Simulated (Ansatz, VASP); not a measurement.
One calculation of MoS2, two programs

File INCAR:

```
SYSTEM = MoS2
  PREC = Accurate
  ENCUT = 520
  EDIFF = 1E-6
  ISMEAR = 1
  SIGMA = 0.2
  LREAL = .False.
  LASPH = .True.
  NELM = 60
  ALGO = Normal
  ISIF = 2
  LWAVE = .False.
  LCHARG = .False.
  GGA = PS
  NBANDS = 35
```

The input KPOINTS:

```
Automatic mesh
0
Gamma
  12 12 4
  0 0 0
```

POSCAR

```
MoS2
1.0
    3.2839288221      0.0000000000      0.0000000000
   -1.6419644111      2.8439657841      0.0000000000
    0.0000000000      0.0000000000     11.7804378635
Mo S
2 4
Direct
    0.3333333333      0.6666666667      0.2500000000
    0.6666666667      0.3333333333      0.7500000000
    0.3333333333      0.6666666667      0.6259932117
    0.6666666667      0.3333333333      0.1259932117
    0.3333333333      0.6666666667      0.8740067883
    0.6666666667      0.3333333333      0.3740067883
```

Input for Ansatz:

```yaml
crystal:
  lattice:
    - [3.2839288221, 0.0, 0.0]
    - [-1.6419644111, 2.8439657841, 0.0]
    - [0.0, 0.0, 11.7804378635]
  atoms:
    - { symbol: Mo, position: [0.3333333333, 0.6666666667, 0.25] }
    - { symbol: Mo, position: [0.6666666667, 0.3333333333, 0.75] }
    - { symbol: S, position: [0.3333333333, 0.6666666667, 0.6259932117] }
    - { symbol: S, position: [0.6666666667, 0.3333333333, 0.1259932117] }
    - { symbol: S, position: [0.3333333333, 0.6666666667, 0.8740067883] }
    - { symbol: S, position: [0.6666666667, 0.3333333333, 0.3740067883] }
basis:
  ecutwfc: 420
kpoints:
  mp_grid: { grid: [12, 12, 4] }
hamiltonian:
  xc: pbesol
scf:
  occupations: { method: cold, width: 0.2 }
output:
  forces: true
  stress: true
  eigenvalues: true
```

Alike in both runs: task single point; functional PBEsol; k mesh 12 × 12 × 4; no spin polarisation.

|  | VASP | Ansatz |
| --- | --- | --- |
| version | VASP 6.6.1 | Ansatz 0.2.0 |
| potentials or method | VASP PAW PBE potentials, release 64 (Mo_sv, S), cutoff 520 eV | scalar-relativistic, plane waves, PAW |
| occupations | methfessel-paxton of order 1, width 0.2 eV | cold, width 0.2 eV |
| valence electrons in the cell | 52 | 52 |

```tsv
	VASP	Ansatz	Ansatz less VASP
gap on the k mesh at the Fermi level (eV)	none	none	-
pressure (GPa)	-2.2	-2.2	+0.03
traceless stress, the component that is largest in VASP (GPa)	11.62	11.60	-0.028
rms of the force components (eV/Å)	0.459	0.457	-0.0016
```

VASP's potentials were made for PBE, not for PBEsol. Atom by atom the forces differ by 0.002 eV/Å (rms over components). A gap of «none» marks a metal or a gap that the smearing closes.
